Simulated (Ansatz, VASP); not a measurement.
## Two plane-wave programs on AlNi3

File INCAR:

```
PREC = Accurate
ENCUT = 520
EDIFF = 1E-7
ISMEAR = 0
SIGMA = 0.1
LREAL = F
LASPH = T
NELM = 60
ALGO = Normal
ISIF = 2
LWAVE = F
LCHARG = T
GGA = PS
LELF = T
LVHAR = T
NBANDS = 24
```

KPOINTS

```
regular mesh
0
Gamma
  1 1 1
```

Contents of POSCAR:

```
AlNi3
1.0
    0.0091803197      2.8086990902      2.8014686452
    2.8035150590      0.0061289969      2.8045199680
    2.8105818206      2.8188171747     -0.0009377647
Al Ni
1 3
Direct
    0.5179937806      0.4754529908      0.4812022906
    0.2347094222      0.2129657574      0.2359009799
    0.0527018359     -0.0376585175      0.0301498793
    0.7728995969      0.7206613382      0.8016672262
```

Input for Ansatz:

```yaml
crystal:
  lattice:
    - [0.0091803197, 2.8086990902, 2.8014686452]
    - [2.803515059, 0.0061289969, 2.804519968]
    - [2.8105818206, 2.8188171747, -0.0009377647]
  atoms:
    - { symbol: Al, position: [0.5179937806, 0.4754529908, 0.4812022906] }
    - { symbol: Ni, position: [0.2347094222, 0.2129657574, 0.2359009799] }
    - { symbol: Ni, position: [0.0527018359, -0.0376585175, 0.0301498793] }
    - { symbol: Ni, position: [0.7728995969, 0.7206613382, 0.8016672262] }
basis:
  ecutwfc: 420
kpoints:
  mp_grid: { grid: [1, 1, 1] }
hamiltonian:
  xc: pbesol
scf:
  occupations: { method: gaussian, width: 0.1 }
output:
  forces: true
  stress: true
  eigenvalues: true
```

Change from the starting cell: kmesh displaced: [1, 1, 1] Gamma-centred.

Alike in both runs: task single point; functional PBEsol; k mesh 1 × 1 × 1; occupations gaussian, width 0.1 eV; no spin polarisation.

|  | VASP | Ansatz |
| --- | --- | --- |
| version | VASP 6.6.1 | Ansatz 0.2.0 |
| potentials or method | VASP PAW PBE potentials, release 64 (Al, Ni), cutoff 520 eV | scalar-relativistic, plane waves, PAW |
| valence electrons in the cell | 33 | 57 |

|  | VASP | Ansatz | Ansatz less VASP |
| --- | --- | --- | --- |
| pressure (GPa) | 9.7 | 9.4 | -0.23 |
| traceless stress, the component that is largest in VASP (GPa) | 13.24 | 13.41 | +0.172 |
| rms of the force components (eV/Å) | 0.840 | 0.841 | +0.0003 |

VASP's potentials were made for PBE, not for PBEsol. Atom by atom the forces differ by 0.012 eV/Å (rms over components). With one functional, cell and mesh, what is left measures potentials, basis and numerics. VASP's potentials hold 33 valence electrons a cell and Ansatz's 57, so a difference there can come from the potentials and not from the codes.

The k mesh is coarse, so the values compare programs but aren't converged.
